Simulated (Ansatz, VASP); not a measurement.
## Pd in VASP and in Ansatz

INCAR

```
SYSTEM = Pd
  ALGO = Normal
  EDIFF = 1E-7
  ENCUT = 520
  GGA = CA
  ISIF = 2
  ISMEAR = -1
  LASPH = .TRUE.
  LCHARG = .TRUE.
  LELF = .TRUE.
  LREAL = .FALSE.
  LVHAR = .TRUE.
  LWAVE = .FALSE.
  NBANDS = 11
  NELM = 80
  PREC = Accurate
  SIGMA = 0.1
```

Contents of KPOINTS:

```
k-points
0
G
  17 17 17
  0 0 0
```

Contents of POSCAR:

```
Pd
1.0
    0.0000000000      1.8680266297      1.8680266297
    1.8680266297      0.0000000000      1.8680266297
    1.8680266297      1.8680266297      0.0000000000
Pd
1
Direct
    0.0000000000      0.0000000000      0.0000000000
```

Input for Ansatz:

```yaml
crystal:
  lattice:
    - [0.0, 1.8680266297, 1.8680266297]
    - [1.8680266297, 0.0, 1.8680266297]
    - [1.8680266297, 1.8680266297, 0.0]
  atoms:
    - { symbol: Pd, position: [0.0, 0.0, 0.0] }
kpoints:
  mp_grid: { grid: [17, 17, 17] }
scf:
  occupations: { method: fermi_dirac, width: 0.1 }
hamiltonian:
  xc: lda
  pseudopotentials: { kind: all_electron, lapw: { basis_error: 0.001 } }
output:
  forces: true
  stress: true
  eigenvalues: true
  populations: true
```

Change from the starting cell: volume scaled by 0.92, LAPW.

Alike in both runs: task single point; functional LDA; k mesh 17 × 17 × 17; occupations fermi-dirac, width 0.1 eV; no spin polarisation.

```csv
,VASP,Ansatz
version,VASP 6.6.1,Ansatz 0.2.0
potentials or method,"VASP PAW LDA potentials, release 64 (Pd), cutoff 520 eV","all-electron LAPW, scalar-relativistic"
```

|  | VASP | Ansatz | Ansatz less VASP |
| --- | --- | --- | --- |
| pressure (GPa) | 23.9 | 23.5 | -0.33 |

LDA's correlation is that of Perdew and Zunger in VASP and of Perdew and Wang (1992) in Ansatz. Ansatz ran all-electron here, and VASP with PAW potentials.
